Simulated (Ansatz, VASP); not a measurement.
**Mo: VASP beside Ansatz**

```xyz
2
Lattice="2.7565 0.0000 0.0000 -1.3782 2.3872 0.0000 0.0000 0.0000 4.8975" Properties=species:S:1:pos:R:3 pbc="T T T"
Mo    0.0000    1.5914    1.2244
Mo    1.3782    0.7957    3.6731
```

Alike in both runs: task relaxation of cell and atoms; functional PBE; k mesh 17 × 17 × 9; occupations fermi-dirac, width 0.05 eV; no spin polarisation.

```csv
,VASP,Ansatz
version,VASP 6.6.1,Ansatz 0.2.0
potentials or method,"VASP PAW PBE potentials, release 64 (Mo_sv), cutoff 600 eV","all-electron LAPW, scalar-relativistic"
```

Ansatz gave:

- relaxed volume (Å³/atom): 16.12
- relaxed length of the cell vector where the two differ most in proportion (Å): 2.756

Estimate VASP's values.

relaxed volume (Å³/atom): 16.14; relaxed length of the cell vector where the two differ most in proportion (Å): 2.758.

Ansatz ran all-electron here, and VASP with PAW potentials.
